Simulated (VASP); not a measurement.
Cd3C:

```
CELL_PARAMETERS angstrom
3.27023 0.00000 0.00000
0.00000 6.03965 0.00000
0.00000 0.00000 7.76188
ATOMIC_POSITIONS crystal
Cd 0.00000 0.24360 0.17588
Cd 0.00000 0.75640 0.17588
Cd 0.50000 0.74360 0.82412
Cd 0.50000 0.25640 0.82412
Cd 0.50000 0.00000 0.47111
Cd 0.00000 0.50000 0.52889
C 0.00000 0.00000 0.91501
C 0.50000 0.50000 0.08499
```

* Program: VASP 6.6.1
* Task: relaxation of cell and atoms
* Functional: PBE
* Potentials or basis: VASP PAW PBE potentials, release 64 (Cd, C)
* Cutoff: 600 eV
* k mesh: 6 × 4 × 2
* Occupations: gaussian, width 0.1 eV
* Spin: no spin polarisation

At the start: pressure 0.2 GPa; volume 19.16 Å³/atom.

Q: How do energy, volume and symmetry change on relaxing?

A: Over 7 steps the energy falls by 3.0 meV/atom and the volume is 19.31 Å³/atom (+0.8 %); space group Pmmn (No. 59, to 0.1 Å) before and after.

The path:
```
step  energy change (eV)  largest force (eV/Å)  pressure (GPa)  volume (Å³)
   1              0.0000                0.1265            0.21       153.31
   2             -0.0106                0.0886           -0.01       153.87
   3             -0.0161                0.1378           -0.35       154.93
   4             -0.0165                0.1163           -0.28       154.71
   5             -0.0207                0.0665            0.15       154.01
   6             -0.0210                0.0616            0.31       153.76
   7             -0.0236                0.0398            0.08       154.51
```

Final structure:
```xyz
8
Lattice="3.3582 0.0000 0.0000 0.0000 6.0149 0.0000 0.0000 0.0000 7.6493" Properties=species:S:1:pos:R:3 pbc="T T T"
Cd    0.0000    1.4705    1.3237
Cd    0.0000    4.5444    1.3237
Cd    1.6791    4.4779    6.3256
Cd    1.6791    1.5369    6.3256
Cd    1.6791    0.0000    3.5957
Cd    0.0000    3.0074    4.0537
C     0.0000    0.0000    7.0076
C     1.6791    3.0074    0.6417
```

Caveat: the k points lie up to 0.41 Å⁻¹ apart in the final cell, too coarse for converged energies and pressures of a metal.
